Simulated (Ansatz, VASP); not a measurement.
# ZrS in VASP and in Ansatz

INCAR

```
ALGO = Normal
EDIFF = 1E-7
ENCUT = 520
GGA = PS
ISIF = 2
ISMEAR = 0
LASPH = T
LCHARG = T
LELF = T
LREAL = F
LVHAR = T
LWAVE = F
NBANDS = 16
NELM = 80
PREC = Accurate
SIGMA = 0.15
```

KPOINTS

```
k-points
0
Gamma
  16 16 16
```

Contents of POSCAR:

```
ZrS
1.0
    0.2206953896      2.7869208502      2.7869208502
    2.7869208502      0.2206953896      2.7869208502
    2.7869208502      2.7869208502      0.2206953896
Zr S
1 1
Direct
    0.0000000000      0.0000000000      0.0000000000
    0.5000000000      0.5000000000      0.5000000000
```

Input for Ansatz:

```yaml
crystal:
  lattice:
    - [0.2206953896, 2.7869208502, 2.7869208502]
    - [2.7869208502, 0.2206953896, 2.7869208502]
    - [2.7869208502, 2.7869208502, 0.2206953896]
  atoms:
    - { symbol: Zr, position: [0.0, 0.0, 0.0] }
    - { symbol: S, position: [0.5, 0.5, 0.5] }
basis:
  ecutwfc: 420
kpoints:
  mp_grid: { grid: [16, 16, 16] }
hamiltonian:
  xc: pbesol
  pseudopotentials: { kind: paw, azcp: { folder: soft_1 } }
scf:
  occupations: { method: gaussian, width: 0.15 }
output:
  forces: true
  stress: true
  eigenvalues: true
```

Alike in both runs: task single point; functional PBEsol; k mesh 16 × 16 × 16; occupations gaussian, width 0.15 eV; no spin polarisation.

|  | VASP | Ansatz |
| --- | --- | --- |
| version | VASP 6.6.1 | Ansatz 0.2.0 |
| potentials or method | VASP PAW PBE potentials, release 64 (Zr_sv, S), cutoff 520 eV | scalar-relativistic, plane waves, PAW |
| valence electrons in the cell | 18 | 18 |

|  | VASP | Ansatz | Ansatz less VASP |
| --- | --- | --- | --- |
| gap on the k mesh at the Fermi level (eV) | none | none | - |
| pressure (GPa) | -11.6 | -11.7 | -0.12 |
| traceless stress, the component that is largest in VASP (GPa) | -1.39 | -1.43 | -0.034 |

VASP's potentials were made for PBE, not for PBEsol, and Ansatz warns of the same on its side. A gap of «none» marks a metal or a gap that the smearing closes. The functional is the same, so the differences come from potentials, cutoffs and numerics.
